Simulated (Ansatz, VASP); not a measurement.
# One calculation of Ga, two programs

```
Ga
1.0
     0.00000    2.11791    2.11791
     2.11791    0.00000    2.11791
     2.11791    2.11791    0.00000
Ga
1
Direct
  0.00000 0.00000 0.00000
```

Alike in both runs: functional PBE; k mesh 17 × 17 × 17; occupations fermi-dirac, width 0.05 eV; non-collinear spin, spin-orbit coupling.

Ansatz relaxed the structure, and its values are those at the end. VASP's run is a single point on that final structure, the one shown.

|  | VASP | Ansatz |
| --- | --- | --- |
| version | VASP 6.6.1 | Ansatz 0.2.0 |
| potentials or method | VASP PAW PBE potentials, release 64 (Ga_d), cutoff 520 eV | all-electron LAPW |

|  | VASP | Ansatz | Ansatz less VASP |
| --- | --- | --- | --- |
| pressure (GPa) | 0.0 | 0.0 | -0.02 |
| net moment per atom (μB) | 0.00 | 0.00 | 0.000 |

Ansatz ran all-electron here, and VASP with PAW potentials.
